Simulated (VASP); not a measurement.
# AlN (R-3m) in VASP: single point with PBEsol

Aim: the single point of AlN with PBEsol.

Program: VASP 6.6.1. These are calculated values, not measurements. Logs are shortened: lines on timing, memory, paths and dates and some standing lists are left out, and cuts for length are marked.

## (1) The cell of the first run

The structure is trigonal, space group R-3m (No. 166). The conventional cell has a = 3.029 Å, b = 3.029 Å, c = 6.577 Å, α = 90.00°, β = 90.00°, γ = 120.00°. Al (site symmetry -3m) has 6 N at 2.06 Å and 6 Al at 2.80 Å within 2.9 Å. N (site symmetry -3m) has 6 Al at 2.06 Å and 6 N at 2.80 Å within 2.9 Å.

## (2) Single point, PBEsol

File INCAR:

```
PREC     = Accurate       # precision mode
ENCUT    = 600            # plane-wave cutoff, eV
EDIFF    = 1E-6           # SCF threshold, eV
ISMEAR   = 1              # smearing method
SIGMA    = 0.05           # smearing width, eV
LREAL    = F              # projectors in reciprocal space
LASPH    = T              # aspherical terms in the spheres
NELM     = 120            # most SCF steps
ALGO     = Normal         # electronic algorithm
ISIF     = 2              # what is computed and relaxed
LWAVE    = F              # write WAVECAR
LCHARG   = F              # write CHGCAR
GGA      = PS             # functional
NBANDS   = 11             # bands
GGA_COMPAT= F
```

File KPOINTS:

```
Automatic mesh
0
Gamma
  10 10 10
```

File POSCAR:

```
AlN
1.0
   -0.1622182933      1.9797486072      1.9797486072
    1.9797486072     -0.1622182933      1.9797486072
    1.9797486072      1.9797486072     -0.1622182933
Al N
1 1
Direct
    0.5000000000      0.5000000000      0.5000000000
    0.0000000000      0.0000000000      0.0000000000
```

Potentials or basis: VASP PAW PBE potentials, release 64 (Al, N).

Run with:

```bash
$ cat potpaw_PBE.64/Al/POTCAR potpaw_PBE.64/N/POTCAR > POTCAR
$ mpirun -np 1 vasp_std > vasp.out
```

OUTCAR:

```text
PREC = Accurate
   ENCUT = 600
   EDIFF = 1E-6
   ISMEAR = 1
   LREAL = F
   LASPH = T
   NELM = 120
   ISIF = 2
   GGA = PS

 ion  position               nearest neighbor table
   1  0.500  0.500  0.500-   2 2.06   2 2.06   2 2.06   2 2.06   2 2.06   2 2.06
   2  0.000  0.000  0.000-   1 2.06   1 2.06   1 2.06   1 2.06   1 2.06   1 2.06

  LATTYP: Found a trigonal (rhomboedric) cell.
 ALAT       =     2.8044828169
 COS(alpha) =     0.4166624355

  Lattice vectors:

 A1 = (  -0.1622182933,   1.9797486072,   1.9797486072)
 A2 = (   1.9797486072,  -0.1622182933,   1.9797486072)
 A3 = (   1.9797486072,   1.9797486072,  -0.1622182933)

Analysis of symmetry for initial positions (statically):
=====================================================================
 Subroutine PRICEL returns:
 Original cell was already a primitive cell.

 Routine SETGRP: Setting up the symmetry group for a
 trigonal (rhombohedral) supercell.

 Subroutine GETGRP returns: Found 12 space group operations
 (whereof 12 operations were pure point group operations)
 out of a pool of 12 trial point group operations.

The static configuration has the point symmetry D_3d.

Analysis of symmetry for dynamics (positions and initial velocities):
=====================================================================
 Subroutine PRICEL returns:
 Original cell was already a primitive cell.

 Routine SETGRP: Setting up the symmetry group for a
 trigonal (rhombohedral) supercell.

 Subroutine GETGRP returns: Found 12 space group operations
 (whereof 12 operations were pure point group operations)
 out of a pool of 12 trial point group operations.

The dynamic configuration has the point symmetry D_3d.

 Subroutine INISYM returns: Found 12 space group operations
 (whereof 12 operations are pure point group operations),
 and found     1 'primitive' translations

----------------------------------------------------------------------------------------

                                     Primitive cell

  volume of cell :      17.4220

  direct lattice vectors                    reciprocal lattice vectors
    -0.162218293  1.979748607  1.979748607    -0.223458258  0.243402364  0.243402364
     1.979748607 -0.162218293  1.979748607     0.243402364 -0.223458258  0.243402364
     1.979748607  1.979748607 -0.162218293     0.243402364  0.243402364 -0.223458258

  length of vectors
     2.804482817  2.804482817  2.804482817     0.410393731  0.410393731  0.410393731

  position of ions in fractional coordinates (direct lattice)
     0.500000000  0.500000000  0.500000000
     0.000000000  0.000000000  0.000000000

  ion indices of the primitive-cell ions
   primitive index   ion index
                 1           1
                 2           2

----------------------------------------------------------------------------------------

 KPOINTS: Automatic mesh

Automatic generation of k-mesh.
 Grid dimensions read from file:
 generate k-points for:   10   10   10

 Generating k-lattice:

  Cartesian coordinates                     Fractional coordinates (reciprocal lattice)
    -0.022345826  0.024340236  0.024340236     0.100000000  0.000000000  0.000000000
     0.024340236 -0.022345826  0.024340236     0.000000000  0.100000000  0.000000000
     0.024340236  0.024340236 -0.022345826     0.000000000  0.000000000  0.100000000

  Length of vectors
     0.041039373  0.041039373  0.041039373

  Shift w.r.t. Gamma in fractional coordinates (k-lattice)
     0.000000000  0.000000000  0.000000000

 Subroutine IBZKPT returns following result:
 ===========================================

 Found    116 irreducible k-points:

 Following reciprocal coordinates:
            Coordinates               Weight
  0.000000  0.000000  0.000000      1.000000
  0.100000  0.000000  0.000000      6.000000
  0.200000  0.000000  0.000000      6.000000
  0.300000  0.000000  0.000000      6.000000
  0.400000  0.000000  0.000000      6.000000
  0.500000  0.000000 -0.000000      3.000000
[... 16 lines left out ...]
  0.300000  0.300000  0.000000      6.000000
  0.400000  0.300000  0.000000     12.000000
 [... further k-points ...]
   k-points           NKPTS =    116   k-points in BZ     NKDIM =    116   number of bands    NBANDS=     11
   number of dos      NEDOS =    301   number of ions     NIONS =      2
   total plane-waves  NPLWV =  13824
   dimension x,y,z NGX =    24 NGY =   24 NGZ =   24
   dimension x,y,z NGXF=    48 NGYF=   48 NGZF=   48
   ions per type =               1   1
   NGX,Y,Z   is equivalent  to a cutoff of  14.23, 14.23, 14.23 a.u.
   NGXF,Y,Z  is equivalent  to a cutoff of  28.45, 28.45, 28.45 a.u.
 SYSTEM =  unknown system
   PREC   = accura    normal or accurate (medium, high low for compatibility)
   ISTART =      0    job   : 0-new  1-cont  2-samecut
   ICHARG =      2    charge: 1-file 2-atom 10-const
   ISPIN  =      1    spin polarized calculation?
   LNONCOLLINEAR =      F non collinear calculations
   LSORBIT =      F    spin-orbit coupling
   LASPH  =      T    aspherical Exc in radial PAW
   ENCUT  =  600.0 eV  44.10 Ry    6.64 a.u.   5.60  5.60  5.60*2*pi/ulx,y,z
   NELM   =    120;   NELMIN=  2; NELMDL= -5     # of ELM steps
   EDIFF  = 0.1E-05   stopping-criterion for ELM
   LREAL  =      F    real-space projection
   EDIFFG = 0.1E-04   stopping-criterion for IOM
   NSW    =      0    number of steps for IOM
   IBRION =     -1    ionic relax: 0-MD 1-quasi-New 2-CG
   NFREE  =      0    steps in history (QN), initial steepest desc. (CG)
   ISIF   =      2    stress and relaxation
   ISYM   =      2    0-nonsym 1-usesym 2-fastsym
   POTIM  = 0.5000    time-step for ionic-motion
   TEBEG  =    0.0;   TEEND  =   0.0 temperature during run
   PSTRESS=    0.0 pullay stress
   NELECT =       8.0000    total number of electrons
   NUPDOWN=      -1.0000    fix difference up-down
   EMIN   =  10.00;   EMAX   =-10.00  energy-range for DOS
   EFERMI =   0.00;   METHOD = LEGACY
   ISMEAR =     1;   SIGMA  =   0.05  broadening in eV -4-tet -1-fermi 0-gaus
   EFERMI_NEDOS =   21; number of points for ismear=-14 and -15
   IALGO  =     38    algorithm
   IMIX   =      4    mixing-type and parameters
     AMIX     =   0.40;   BMIX     =  1.00
     AMIX_MAG =   1.60;   BMIX_MAG =  1.00
  volume/ion in A,a.u.               =       8.71        58.78
  Fermi-wavevector in a.u.,A,eV,Ry     =   1.263006  2.386736 21.703806  1.595185
  Thomas-Fermi vector in A             =   2.396385
   LORBIT       =      0    0 simple, 1 ext, 2 COOP (PROOUT), +10 PAW based schemes
   GGA     = PS    functional components
   LHFCALC =     F    Hartree Fock is set to
   AEXX    =    0.0000 exact exchange contribution
   IVDW    =     0    specifies the selected vdW correction
   LEPSILON=     F    determine dielectric tensor
   LRPA    =     F    only Hartree local field effects (RPA)
 non-spin polarized calculation
 Methfessel and Paxton  Order N= 1 SIGMA  =   0.05
  energy-cutoff  :      600.00
  volume of cell :       17.42
 maximum number of plane-waves:       592
   NGX = 11   NGY = 11   NGZ = 11

 number of electron       8.0000000 magnetization

 Free energy of the ion-electron system (eV)
  ---------------------------------------------------
  ext. energy  EPLUGINS =         0.00000000
  ---------------------------------------------------
  free energy    TOTEN  =       -15.13919088 eV

  energy without entropy =      -15.13919378  energy(sigma->0) =      -15.13919185

 E-fermi :  10.2042     XC(G=0): -12.2133

 val. band max:       10.1621332494   @ k =   0.0000   0.0000   0.0000
 cond. band min:      12.5030731074   @ k =   0.5000   0.5000   0.0000
 fundamental gap:      2.3409398580
 Fermi energy:        10.2042273560

 k-point     1 :       0.0000    0.0000    0.0000
  band No.  band energies     occupation
      1      -7.8241      2.00000
      2       8.8098      2.00000
      3       8.8098      2.00000
      4      10.1621      2.00000
      5      13.7442      0.00000
      6      19.9214      0.00000
      7      19.9214      0.00000
      8      24.2544      0.00000
      9      25.1891      0.00000
     10      26.7825      0.00000
     11      26.7826      0.00000

 k-point     2 :       0.1000    0.0000    0.0000
  band No.  band energies     occupation
      1      -7.6375      2.00000
      2       7.8398      2.00000
      3       8.7333      2.00000
      4       9.9498      2.00000
      5      14.4422      0.00000
      6      19.4748      0.00000
      7      20.2599      0.00000
      8      24.0784      0.00000
      9      24.6668      0.00000
     10      25.2190      0.00000
     11      27.0218      0.00000

 k-point     3 :       0.2000    0.0000    0.0000
  band No.  band energies     occupation
      1      -7.0956      2.00000
      2       5.7635      2.00000
      3       8.5473      2.00000
      4       9.6328      2.00000
      5      15.3513      0.00000
      6      19.0764      0.00000
      7      20.9347      0.00000
      8      23.3045      0.00000
      9      23.3364      0.00000
     10      25.6984      0.00000
     11      26.6893      0.00000

 k-point     4 :       0.3000    0.0000    0.0000
  band No.  band energies     occupation
      1      -6.2682      2.00000
      2       3.5478      2.00000
      3       8.3414      2.00000
      4       9.3314      2.00000
      5      15.4740      0.00000
      6      19.6710      0.00000
      7      20.6296      0.00000
      8      22.3979      0.00000
      9      24.0028      0.00000
     10      25.5697      0.00000
     11      28.0156      0.00000

 k-point     5 :       0.4000    0.0000    0.0000
  band No.  band energies     occupation
      1      -5.3577      2.00000
      2       1.7241      2.00000
      3       8.1909      2.00000
      4       9.1192      2.00000
      5      15.2427      0.00000
      6      19.9806      0.00000
      7      20.6093      0.00000
      8      21.7892      0.00000
      9      25.1823      0.00000
     10      25.8221      0.00000
     11      30.0714      0.00000
[... 211 lines left out ...]
 k-point    21 :      -0.3000    0.2000    0.0000
  band No.  band energies     occupation
      1      -5.2063      2.00000
      2       2.8997      2.00000
      3       5.6104      2.00000
      4       8.7815      2.00000
      5      17.4763      0.00000
      6      18.7377      0.00000
      7      19.5687      0.00000
      8      22.4257      0.00000
      9      25.3466      0.00000
     10      28.1427      0.00000
     11      29.9386      0.00000

 k-point    22 :      -0.2000    0.2000    0.0000
  band No.  band energies     occupation
      1      -6.0462      2.00000
      2       4.2393      2.00000
      3       6.2202      2.00000
      4       9.1316      2.00000
      5      17.3269      0.00000
      6      18.6340      0.00000
      7      19.8125      0.00000
      8      22.5022      0.00000
      9      24.6067      0.00000
     10      27.5796      0.00000
     11      29.7208      0.00000

 k-point    23 :       0.3000    0.3000    0.0000
  band No.  band energies     occupation
      1      -5.6465      2.00000
      2       4.5591      2.00000
      3       6.6144      2.00000
      4       8.0991      2.00000
      5      14.5768      0.00000
      6      16.8912      0.00000
      7      19.8792      0.00000
      8      23.4655      0.00000
      9      25.1326      0.00000
     10      29.2714      0.00000
     11      31.9526      0.00000

 k-point    24 :       0.4000    0.3000    0.0000
  band No.  band energies     occupation
      1      -4.9347      2.00000
      2       3.4863      2.00000
      3       6.0235      2.00000
      4       7.8861      2.00000
      5      14.4818      0.00000
      6      16.4099      0.00000
      7      20.2816      0.00000
      8      24.1065      0.00000
      9      25.0342      0.00000
     10      30.5160      0.00000
     11      32.7980      0.00000

 [... further k-points ...]
[... 5 lines left out ...]
  --------------------------------------------------------------------------------------
  -------------------------------------------------------------------------------------
  Total       -1.2427451     -1.2427451     -1.2427451      2.1669067      2.1669067      2.1669067
  in kB     -114.2864238   -114.2864238   -114.2864238    199.2749816    199.2749816    199.2749816
  external PRESSURE =    -114.2864238 kB  Pullay stress =       0.0000000 kB

 VOLUME and BASIS-vectors are now :
 -----------------------------------------------------------------------------
  energy-cutoff  :      600.00
  volume of cell :       17.42
      direct lattice vectors                 reciprocal lattice vectors
    -0.162218293  1.979748607  1.979748607    -0.223458258  0.243402364  0.243402364
     1.979748607 -0.162218293  1.979748607     0.243402364 -0.223458258  0.243402364
     1.979748607  1.979748607 -0.162218293     0.243402364  0.243402364 -0.223458258

 POSITION                                       TOTAL-FORCE (eV/Angst)
 -----------------------------------------------------------------------------------
      1.89864      1.89864      1.89864        -0.000000      0.000000     -0.000000
      0.00000      0.00000      0.00000         0.000000     -0.000000      0.000000
 -----------------------------------------------------------------------------------
    total drift:                                0.000000     -0.000000     -0.000000

  FREE ENERGIE OF THE ION-ELECTRON SYSTEM (eV)
  ---------------------------------------------------
  free  energy   TOTEN  =       -15.1391908839 eV

  energy  without entropy=      -15.1391937829  energy(sigma->0) =      -15.13919185
```

Wall time 71 s (1 thread of AMD EPYC 7R13, shared host); peak memory 0.12 GiB.

What came out:

```
Free energy            : -15.1392 eV
Pressure               : -11.4 GPa
Band gap on the k mesh : 2.34 eV (least direct gap 3.58 eV)
```

Stress tensor (GPa, compression positive):
```
-11.43  19.93  19.93
 19.93 -11.43  19.93
 19.93  19.93 -11.43
```

Caveat: the cell stands under tension; the PAW data sets were made with another functional, which shifts forces and pressure a little. A k mesh can miss the band edges.
